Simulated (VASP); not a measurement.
The system is SnO2.

```
Sn O
1.0
     4.73800    0.00000    0.00000
     0.00000    4.73800    0.00000
     0.00000    0.00000    3.18650
Sn O
2 4
Direct
  0.50000 0.50000 0.50000
  0.00000 0.00000 0.00000
  0.80710 0.19290 0.50000
  0.69290 0.69290 0.00000
  0.19290 0.80710 0.50000
  0.30710 0.30710 0.00000
```

Base run:

- Program: VASP 6.6.1
- Functional: b88 exchange, pbe correlation
- Potentials or basis: VASP PAW PBE potentials, release 64 (Sn_d, O)
- Cutoff: 600 eV
- k mesh: 6 × 6 × 8
- Occupations: fermi-dirac, width 0.05 eV
- Spin: no spin polarisation

Its results: band gap on the k mesh 1.27 eV; pressure 11.1 GPa; largest force 0.289 eV/Å.

Task: The run is repeated on the same cell with these changes: functional from b88 exchange, pbe correlation to r2SCAN; cutoff from 600 eV to 520 eV. What comes out?

Result: Band gap on the k mesh 1.99 eV; pressure 4.5 GPa; largest force 0.277 eV/Å.

Caveats: the cell stands under pressure; the PAW data sets were made with another functional, which shifts forces and pressure a little; spin-orbit coupling is left out, which moves the levels of the heavy elements.

